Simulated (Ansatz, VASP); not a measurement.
## As: VASP beside Ansatz

```
CELL_PARAMETERS angstrom
3.57162 0.00000 0.00000
-1.78581 3.09312 0.00000
0.00000 0.00000 20.29512
ATOMIC_POSITIONS crystal
As 0.33333 0.66667 0.22173
As 0.66667 0.33333 0.29059
As 0.66667 0.83333 0.45171
As 0.33333 0.16667 0.52057
```

Alike in both runs: task single point; functional PBE; dispersion D3(BJ); k mesh 9 × 9 × 1; occupations gaussian, width 0.05 eV; no spin polarisation.

|  | VASP | Ansatz |
| --- | --- | --- |
| version | VASP 6.6.1 | Ansatz 0.2.0 |
| potentials or method | VASP PAW PBE potentials, release 64 (As), cutoff 520 eV | scalar-relativistic, plane waves, PAW |
| valence electrons in the cell | 20 | 60 |

|  | VASP | Ansatz | Ansatz less VASP |
| --- | --- | --- | --- |
| gap on the k mesh at the Fermi level (eV) | 0.94 | 0.97 | +0.022 |
| least direct gap on the mesh (eV) | 1.52 | 1.54 | +0.024 |
| rms of the force components (eV/Å) | 0.055 | 0.018 | -0.0378 |

Atom by atom the forces differ by 0.052 eV/Å (rms over components). VASP's potentials hold 20 valence electrons a cell and Ansatz's 60, so a difference there can come from the potentials and not from the codes.
